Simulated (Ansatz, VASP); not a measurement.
## Sc in VASP and in Ansatz

File INCAR:

```
SYSTEM = Sc
PREC = Accurate
ENCUT = 520
EDIFF = 1E-8
ISMEAR = -1
SIGMA = 0.03
LREAL = .False.
LASPH = .True.
NELM = 80
ALGO = Normal
ISIF = 2
LWAVE = .False.
LCHARG = .False.
GGA = PE
LEFG = .True.
NBANDS = 18
```

The input KPOINTS:

```
Automatic mesh
0
Gamma
  10 10 10
  0 0 0
```

Contents of POSCAR:

```
Sc
1.0
    0.0000000000      3.2617030271      3.2617030271
    3.2617030271      0.0000000000      3.2617030271
    3.2617030271      3.2617030271      0.0000000000
Sc
2
Direct
    0.0000000000      0.0000000000      0.0000000000
    0.2500000000      0.2500000000      0.2500000000
```

Input for Ansatz:

```yaml
crystal:
  lattice:
    - [0.0, 3.2617030271, 3.2617030271]
    - [3.2617030271, 0.0, 3.2617030271]
    - [3.2617030271, 3.2617030271, 0.0]
  atoms:
    - { symbol: Sc, position: [0.0, 0.0, 0.0] }
    - { symbol: Sc, position: [0.25, 0.25, 0.25] }
kpoints:
  mp_grid: { grid: [10, 10, 10] }
scf:
  occupations: { method: fermi_dirac, width: 0.03 }
hamiltonian:
  xc: pbe
  pseudopotentials: { kind: paw }
output:
  forces: true
  stress: true
  eigenvalues: true
  efg: { contact_densities: true }
```

Change from the starting cell: volume scaled by 1.03, PAW files.

Alike in both runs: task electric field gradients; functional PBE; k mesh 10 × 10 × 10; occupations fermi-dirac, width 0.03 eV; no spin polarisation.

```csv
,VASP,Ansatz
version,VASP 6.6.1,Ansatz 0.2.0
potentials or method,"VASP PAW PBE potentials, release 64 (Sc_sv)","PAW with Ansatz's default frozen-core files, scalar-relativistic"
plane-wave cutoff (eV),520,420
valence electrons in the cell,22,22
```

```csv
,VASP,Ansatz,Ansatz less VASP
pressure (GPa),-0.2,-0.2,0.00
```
